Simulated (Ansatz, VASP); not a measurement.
## Two plane-wave programs on SrO

```
Sr O
1.0
     0.00000    2.59754    2.59754
     2.59754    0.00000    2.59754
     2.59754    2.59754    0.00000
Sr O
1 1
Cartesian
  0.0000 0.0000 0.0000
  2.5975 2.5975 2.5975
```

Alike in both runs: functional PBE; k mesh 8 × 8 × 8; occupations gaussian, width 0.02 eV; no spin polarisation.

Ansatz relaxed the structure, and its values are those at the end. VASP's run is a single point on that final structure, the one shown.

```csv
,VASP,Ansatz
version,VASP 6.6.1,Ansatz 0.2.0
potentials or method,"VASP PAW PBE potentials, release 64 (Sr_sv, O), cutoff 600 eV","scalar-relativistic, plane waves, PAW"
valence electrons in the cell,16,16
```

Ansatz gave:

```
gap on the k mesh at the Fermi level (eV) : 3.33
least direct gap on the mesh (eV)         : 3.42
pressure (GPa)                            : 0.0
```

Question: What did VASP give for the same quantities?

Answer: gap on the k mesh at the Fermi level (eV): 3.28; least direct gap on the mesh (eV): 3.39; pressure (GPa): 0.4.
